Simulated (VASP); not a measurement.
Input of a VASP 6.6.1 run:

The input INCAR:

```
SYSTEM = SiO2
ALGO = Normal
EDIFF = 1E-6
ENCUT = 520
GGA = PE
ISIF = 2
ISMEAR = -1
LASPH = .TRUE.
LCHARG = .FALSE.
LREAL = .FALSE.
LWAVE = .FALSE.
NBANDS = 44
NELM = 80
PREC = Accurate
SIGMA = 0.02
```

Contents of KPOINTS:

```
k-points
0
G
  5 5 4
  0 0 0
```

The input POSCAR:

```
SiO2
1.0
    4.9640000000      0.0000000000      0.0000000000
    0.0000000000      4.9640000000      0.0000000000
    0.0000000000      0.0000000000      6.9200000000
Si O
4 8
Direct
    0.3059460568      0.3059460568      0.0000000000
    0.1940539432      0.8059460568      0.2500000000
    0.6940539432      0.6940539432      0.5000000000
    0.8059460568      0.1940539432      0.7500000000
    0.2365625172      0.1180083032      0.1858074220
    0.3819916968      0.7365625172      0.4358074220
    0.7634374828      0.8819916968      0.6858074220
    0.6180083032      0.2634374828      0.9358074220
    0.7365625172      0.3819916968      0.5641925780
    0.8819916968      0.7634374828      0.3141925780
    0.2634374828      0.6180083032      0.0641925780
    0.1180083032      0.2365625172      0.8141925780
```

Potentials or basis: VASP PAW PBE potentials, release 64 (Si, O).

Command:

```console
$ cat potpaw_PBE.64/Si/POTCAR potpaw_PBE.64/O/POTCAR > POTCAR
$ mpirun -np 1 vasp_std > vasp.out
```

Task: Predict the pressure.

Result: 1.5 GPa.

Task: What does it give for the band gap on the k mesh?

Result: 5.63 eV.

Task: What does it give for the largest force?

Result: 0.038 eV/Å.

Forces in eV/Å, atoms in the order of the input:
```
Si   0.027  0.027  0.000
Si  -0.027  0.027  0.000
Si  -0.027 -0.027  0.000
Si   0.027 -0.027  0.000
O   -0.005 -0.008  0.002
O    0.008 -0.005  0.002
O    0.005  0.008  0.002
O   -0.008  0.005  0.002
O   -0.005  0.008 -0.002
O    0.008  0.005 -0.002
O    0.005 -0.008 -0.002
O   -0.008 -0.005 -0.002
```

A k mesh can miss the band edges.
